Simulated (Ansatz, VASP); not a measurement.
## ZnAu: VASP beside Ansatz

```
CELL_PARAMETERS angstrom
3.18841 0.00000 0.00000
0.00000 3.18841 0.00000
0.00000 0.00000 3.18841
ATOMIC_POSITIONS crystal
Au 0.00000 0.00000 0.00000
Zn 0.50000 0.50000 0.50000
```

Alike in both runs: task single point; functional PBEsol; k mesh 8 × 8 × 8; occupations fermi-dirac, width 0.05 eV; no spin polarisation.

|  | VASP | Ansatz |
| --- | --- | --- |
| version | VASP 6.6.1 | Ansatz 0.2.0 |
| potentials or method | VASP PAW PBE potentials, release 64 (Au, Zn) | Ansatz PAW |
| plane-wave cutoff (eV) | 520 | 420 |
| valence electrons in the cell | 23 | 31 |

```tsv
	VASP	Ansatz	Ansatz less VASP
gap on the k mesh at the Fermi level (eV)	none	none	-
pressure (GPa)	-6.7	-6.7	-0.09
```

VASP's potentials were made for PBE, not for PBEsol. A gap of «none» marks a metal or a gap that the smearing closes. With one functional, cell and mesh, what is left measures potentials, basis and numerics. VASP's potentials hold 23 valence electrons a cell and Ansatz's 31, so a difference there can come from the potentials and not from the codes.

Spin-orbit coupling is off throughout.
